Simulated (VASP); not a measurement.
Here is a VASP 6.6.1 calculation.

INCAR

```
PREC = Accurate ; ENCUT = 520
EDIFF = 1E-6 ; ISMEAR = 0
SIGMA = 0.1 ; LREAL = False
LASPH = True ; NELM = 80
ALGO = Normal ; ISIF = 2
LWAVE = False ; LCHARG = False
GGA = PE ; NBANDS = 12
```

Contents of KPOINTS:

```
regular mesh
0
Gamma
  6 6 6
```

Contents of POSCAR:

```
Mg2As
1.0
    5.0438812119      0.0000000000      0.0000000000
   -2.5219406060      4.3681292631      0.0000000000
    0.0000000000      0.0000000000      2.8653991487
Mg As
2 1
Direct
    0.3333333333      0.6666666667      0.5000000000
    0.6666666667      0.3333333333      0.5000000000
    0.0000000000      0.0000000000      0.0000000000
```

Potentials or basis: VASP PAW PBE potentials, release 64 (Mg, As).

Launch:

```console
$ cat potpaw_PBE.64/Mg/POTCAR potpaw_PBE.64/As/POTCAR > POTCAR
$ mpirun -np 1 vasp_std > vasp.out
```

(1) What does it give for the band gap on the k mesh?

(2) Predict the pressure.

Results:

(1) zero (an odd number of electrons rules out a gap without spin polarisation).

(2) -0.1 GPa.

Caveat: the k points lie up to 0.37 Å⁻¹ apart, too coarse for converged energies and pressures of a metal.
